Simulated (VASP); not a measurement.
# Te2Mo in VASP: further runs

The runs below take Te2Mo through single point, with LDA.

Everything below comes from runs of VASP 6.6.1. Logs are shortened: lines on timing, memory, paths and dates and some standing lists are left out, and cuts for length are marked.

### 1 The cell of the first run

The cell holds a slab with vacuum, 3 atoms: a = 3.560 Å, b = 3.560 Å, c = 17.524 Å, α = 90.00°, β = 90.00°, γ = 120.00°.

### 2 Single point, LDA (all Mo atoms moved -0.200 Å, as atom 3 along Cartesian [0 0 1])

File INCAR:

```
  PREC = Accurate
  ENCUT = 520
  EDIFF = 1E-6
  ISMEAR = 0
  SIGMA = 0.05
  LREAL = False
  LASPH = True
  NELM = 60
  ALGO = Normal
  ISIF = 2
  LWAVE = False
  LCHARG = False
  NBANDS = 20
```

File KPOINTS:

```
regular mesh
0
Gamma
  12 12 2
```

File POSCAR:

```
Te2Mo
1.0
    3.5602328140      0.0000000000      0.0000000000
   -1.7801164070      3.0832520603      0.0000000000
    0.0000000000      0.0000000000     17.5240578200
Te Mo
2 1
Direct
    0.3333333333      0.6666666667      0.8978554500
    0.3333333333      0.6666666667      0.1021445500
    0.0000000000      0.0000000000     -0.0114128818
```

Potentials or basis: VASP PAW LDA potentials, release 64 (Te, Mo_sv).

Command:

```
$ cat potpaw_LDA.64/Te/POTCAR potpaw_LDA.64/Mo_sv/POTCAR > POTCAR
$ mpirun -np 1 vasp_std > vasp.out
```

OUTCAR:

```text
PREC = Accurate
   ENCUT = 520
   EDIFF = 1E-6
   ISMEAR = 0
   LREAL = False
   LASPH = True
   NELM = 60
   ISIF = 2

 ion  position               nearest neighbor table
   1  0.333  0.667  0.898-   3 2.60   3 2.60   3 2.60   2 3.58
   2  0.333  0.667  0.102-   3 2.86   3 2.86   3 2.86   1 3.58
   3  0.000  0.000  0.989-   1 2.60   1 2.60   1 2.60   2 2.86   2 2.86   2 2.86

  LATTYP: Found a hexagonal cell.
 ALAT       =     3.5602328140
 C/A-ratio  =     4.9221662558

  Lattice vectors:

 A1 = (   3.5602328140,   0.0000000000,   0.0000000000)
 A2 = (  -1.7801164070,   3.0832520603,   0.0000000000)
 A3 = (   0.0000000000,   0.0000000000,  17.5240578200)

Analysis of symmetry for initial positions (statically):
=====================================================================
 Subroutine PRICEL returns:
 Original cell was already a primitive cell.

 Routine SETGRP: Setting up the symmetry group for a
 hexagonal supercell.

 Subroutine GETGRP returns: Found  6 space group operations
 (whereof  6 operations were pure point group operations)
 out of a pool of 24 trial point group operations.

The static configuration has the point symmetry C_3v.

Analysis of symmetry for dynamics (positions and initial velocities):
=====================================================================
 Subroutine PRICEL returns:
 Original cell was already a primitive cell.

 Routine SETGRP: Setting up the symmetry group for a
 hexagonal supercell.

 Subroutine GETGRP returns: Found  6 space group operations
 (whereof  6 operations were pure point group operations)
 out of a pool of 24 trial point group operations.

The dynamic configuration has the point symmetry C_3v.

 Subroutine INISYM returns: Found  6 space group operations
 (whereof  6 operations are pure point group operations),
 and found     1 'primitive' translations

----------------------------------------------------------------------------------------

                                     Primitive cell

  volume of cell :     192.3633

  direct lattice vectors                    reciprocal lattice vectors
     3.560232814  0.000000000  0.000000000     0.280880508  0.162166437  0.000000000
    -1.780116407  3.083252060  0.000000000     0.000000000  0.324332873  0.000000000
     0.000000000  0.000000000 17.524057820     0.000000000  0.000000000  0.057064409

  length of vectors
     3.560232814  3.560232814 17.524057820     0.324332873  0.324332873  0.057064409

  position of ions in fractional coordinates (direct lattice)
     0.333333333  0.666666667  0.897855450
     0.333333333  0.666666667  0.102144550
     0.000000000  0.000000000  0.988587118

  ion indices of the primitive-cell ions
   primitive index   ion index
                 1           1
                 2           2
                 3           3

----------------------------------------------------------------------------------------

 KPOINTS: regular mesh

Automatic generation of k-mesh.
 Grid dimensions read from file:
 generate k-points for:   12   12    2

 Generating k-lattice:

  Cartesian coordinates                     Fractional coordinates (reciprocal lattice)
     0.023406709  0.013513870  0.000000000     0.083333333  0.000000000  0.000000000
     0.000000000  0.027027739  0.000000000     0.000000000  0.083333333  0.000000000
     0.000000000  0.000000000  0.028532204     0.000000000  0.000000000  0.500000000

  Length of vectors
     0.027027739  0.027027739  0.028532204

  Shift w.r.t. Gamma in fractional coordinates (k-lattice)
     0.000000000  0.000000000  0.000000000

 Subroutine IBZKPT returns following result:
 ===========================================

 Found     38 irreducible k-points:

 Following reciprocal coordinates:
            Coordinates               Weight
  0.000000  0.000000  0.000000      1.000000
  0.083333  0.000000  0.000000      6.000000
  0.166667  0.000000  0.000000      6.000000
  0.250000  0.000000  0.000000      6.000000
  0.333333  0.000000  0.000000      6.000000
  0.416667  0.000000  0.000000      6.000000
[... 16 lines left out ...]
  0.250000  0.000000  0.500000      6.000000
  0.333333  0.000000  0.500000      6.000000
 [... further k-points ...]
   k-points           NKPTS =     38   k-points in BZ     NKDIM =     38   number of bands    NBANDS=     20
   number of dos      NEDOS =    301   number of ions     NIONS =      3
   total plane-waves  NPLWV = 109760
   dimension x,y,z NGX =    28 NGY =   28 NGZ =  140
   dimension x,y,z NGXF=    56 NGYF=   56 NGZF=  280
   ions per type =               2   1
   NGX,Y,Z   is equivalent  to a cutoff of  13.07, 13.07, 13.28 a.u.
   NGXF,Y,Z  is equivalent  to a cutoff of  26.15, 26.15, 26.56 a.u.
 SYSTEM =  unknown system
   PREC   = accura    normal or accurate (medium, high low for compatibility)
   ISTART =      0    job   : 0-new  1-cont  2-samecut
   ICHARG =      2    charge: 1-file 2-atom 10-const
   ISPIN  =      1    spin polarized calculation?
   LNONCOLLINEAR =      F non collinear calculations
   LSORBIT =      F    spin-orbit coupling
   LASPH  =      T    aspherical Exc in radial PAW
   ENCUT  =  520.0 eV  38.22 Ry    6.18 a.u.   6.62  6.62 32.58*2*pi/ulx,y,z
   NELM   =     60;   NELMIN=  2; NELMDL= -5     # of ELM steps
   EDIFF  = 0.1E-05   stopping-criterion for ELM
   LREAL  =      F    real-space projection
   EDIFFG = 0.1E-04   stopping-criterion for IOM
   NSW    =      0    number of steps for IOM
   IBRION =     -1    ionic relax: 0-MD 1-quasi-New 2-CG
   NFREE  =      0    steps in history (QN), initial steepest desc. (CG)
   ISIF   =      2    stress and relaxation
   ISYM   =      2    0-nonsym 1-usesym 2-fastsym
   POTIM  = 0.5000    time-step for ionic-motion
   TEBEG  =    0.0;   TEEND  =   0.0 temperature during run
   PSTRESS=    0.0 pullay stress
   NELECT =      26.0000    total number of electrons
   NUPDOWN=      -1.0000    fix difference up-down
   EMIN   =  10.00;   EMAX   =-10.00  energy-range for DOS
   EFERMI =   0.00;   METHOD = LEGACY
   ISMEAR =     0;   SIGMA  =   0.05  broadening in eV -4-tet -1-fermi 0-gaus
   EFERMI_NEDOS =   21; number of points for ismear=-14 and -15
   IALGO  =     38    algorithm
   IMIX   =      4    mixing-type and parameters
     AMIX     =   0.40;   BMIX     =  1.00
     AMIX_MAG =   1.60;   BMIX_MAG =  1.00
  volume/ion in A,a.u.               =      64.12       432.71
  Fermi-wavevector in a.u.,A,eV,Ry     =   0.840153  1.587660  9.603777  0.705858
  Thomas-Fermi vector in A             =   1.954489
   LORBIT       =      0    0 simple, 1 ext, 2 COOP (PROOUT), +10 PAW based schemes
   GGA     = CA    functional components
   LHFCALC =     F    Hartree Fock is set to
   AEXX    =    0.0000 exact exchange contribution
   IVDW    =     0    specifies the selected vdW correction
   LEPSILON=     F    determine dielectric tensor
   LRPA    =     F    only Hartree local field effects (RPA)
 non-spin polarized calculation
 Gauss-broadening in eV      SIGMA  =   0.05
  energy-cutoff  :      520.00
  volume of cell :      192.36
 maximum number of plane-waves:      5262
 NGX is ok and might be reduce to    28
   NGX = 13   NGY = 13   NGZ = 65

 number of electron      25.9999999 magnetization

 Free energy of the ion-electron system (eV)
  ---------------------------------------------------
  ext. energy  EPLUGINS =         0.00000000
  ---------------------------------------------------
  free energy    TOTEN  =       -19.99684264 eV

  energy without entropy =      -19.99684264  energy(sigma->0) =      -19.99684264

 E-fermi :   0.2896     XC(G=0):  -4.8309

 val. band max:       -0.0821613073   @ k =   0.0833   0.0000   0.5000
 cond. band min:       0.7710810682   @ k =   0.3333   0.3333   0.0000
 fundamental gap:      0.8532423755
 Fermi energy:         0.2895609895

 k-point     1 :       0.0000    0.0000    0.0000
  band No.  band energies     occupation
      1     -60.4523      2.00000
      2     -34.7983      2.00000
      3     -34.6953      2.00000
      4     -34.6953      2.00000
      5     -12.7032      2.00000
      6     -11.7296      2.00000
[... 12 lines left out ...]
     19       4.8449      0.00000
     20       5.5214      0.00000

 k-point     2 :       0.0833    0.0000    0.0000
  band No.  band energies     occupation
      1     -60.4517      2.00000
      2     -34.7965      2.00000
      3     -34.7034      2.00000
      4     -34.6971      2.00000
      5     -12.6110      2.00000
      6     -11.6658      2.00000
[... 12 lines left out ...]
     19       4.9682      0.00000
     20       5.7418      0.00000

 k-point     3 :       0.1667    0.0000    0.0000
  band No.  band energies     occupation
      1     -60.4501      2.00000
      2     -34.7916      2.00000
      3     -34.7257      2.00000
      4     -34.7023      2.00000
      5     -12.3443      2.00000
      6     -11.4811      2.00000
[... 12 lines left out ...]
     19       5.2850      0.00000
     20       6.0733      0.00000

 k-point     4 :       0.2500    0.0000    0.0000
  band No.  band energies     occupation
      1     -60.4478      2.00000
      2     -34.7854      2.00000
      3     -34.7556      2.00000
      4     -34.7093      2.00000
      5     -11.9363      2.00000
      6     -11.1984      2.00000
[... 12 lines left out ...]
     19       5.7382      0.00000
     20       6.3966      0.00000

 k-point     5 :       0.3333    0.0000    0.0000
  band No.  band energies     occupation
      1     -60.4455      2.00000
      2     -34.7893      2.00000
      3     -34.7752      2.00000
      4     -34.7163      2.00000
      5     -11.4573      2.00000
      6     -10.8653      2.00000
[... 12 lines left out ...]
     19       5.7357      0.00000
     20       6.0514      0.00000
[... 353 lines left out ...]
      6     -11.6658      2.00000
[... 12 lines left out ...]
     19       4.8072      0.00000
     20       6.1487      0.00000

 k-point    22 :       0.1667    0.0000    0.5000
  band No.  band energies     occupation
      1     -60.4501      2.00000
      2     -34.7917      2.00000
      3     -34.7257      2.00000
      4     -34.7023      2.00000
      5     -12.3443      2.00000
      6     -11.4811      2.00000
[... 12 lines left out ...]
     19       5.1188      0.00000
     20       6.4771      0.00000

 k-point    23 :       0.2500    0.0000    0.5000
  band No.  band energies     occupation
      1     -60.4478      2.00000
      2     -34.7854      2.00000
      3     -34.7556      2.00000
      4     -34.7093      2.00000
      5     -11.9363      2.00000
      6     -11.1984      2.00000
[... 12 lines left out ...]
     19       5.5753      0.00000
     20       6.5804      0.00000

 k-point    24 :       0.3333    0.0000    0.5000
  band No.  band energies     occupation
      1     -60.4455      2.00000
      2     -34.7893      2.00000
      3     -34.7752      2.00000
      4     -34.7163      2.00000
      5     -11.4573      2.00000
      6     -10.8653      2.00000
[... 12 lines left out ...]
     19       5.7654      0.00000
     20       6.0035      0.00000

 [... further k-points ...]

------------------------ aborting loop because EDIFF is reached ----------------------------------------

  FORCE on cell =-STRESS in cart. coord.  units (eV):
  Direction    XX          YY          ZZ          XY          YZ          ZX
  --------------------------------------------------------------------------------------
  -------------------------------------------------------------------------------------
  Total       -1.3504502     -1.3504502     -0.2448958      0.0000000      0.0000000      0.0000000
  in kB      -11.2477860    -11.2477860     -2.0397165      0.0000000      0.0000000      0.0000000
  external PRESSURE =      -8.1784295 kB  Pullay stress =       0.0000000 kB

 VOLUME and BASIS-vectors are now :
 -----------------------------------------------------------------------------
  energy-cutoff  :      520.00
  volume of cell :      192.36
      direct lattice vectors                 reciprocal lattice vectors
     3.560232814  0.000000000  0.000000000     0.280880508  0.162166437  0.000000000
    -1.780116407  3.083252060  0.000000000     0.000000000  0.324332873  0.000000000
     0.000000000  0.000000000 17.524057820     0.000000000  0.000000000  0.057064409

 POSITION                                       TOTAL-FORCE (eV/Angst)
 -----------------------------------------------------------------------------------
     -0.00000      2.05550     15.73407         0.000000     -0.000000     -2.232752
     -0.00000      2.05550      1.78999        -0.000000      0.000000     -1.900330
      0.00000      0.00000     17.32406        -0.000000     -0.000000      4.133082
 -----------------------------------------------------------------------------------
    total drift:                                0.000000     -0.000000      0.000508

  FREE ENERGIE OF THE ION-ELECTRON SYSTEM (eV)
  ---------------------------------------------------
  free  energy   TOTEN  =       -19.9968426425 eV

  energy  without entropy=      -19.9968426425  energy(sigma->0) =      -19.99684264
```

It took 2.1 min on 1 thread of Intel Xeon 6975P-C (Granite Rapids), shared host; peak memory 0.34 GiB.

Results:

```yaml
Free_energy: -19.9968 eV
Largest_force: 4.133 eV/Å
Band_gap_on_the_k_mesh: 0.85 eV (least direct gap 1.08 eV)
```

Forces in eV/Å, atoms in the order of the input:
```
Te   0.000  0.000 -2.233
Te   0.000  0.000 -1.900
Mo   0.000  0.000  4.133
```

Caveat: the cell differs from its parent crystal (all Mo atoms moved -0.200 Å, as atom 3 along Cartesian [0 0 1]); spin-orbit coupling is left out, which moves the levels of the heavy elements.

(Continued in part 2 of 2.)
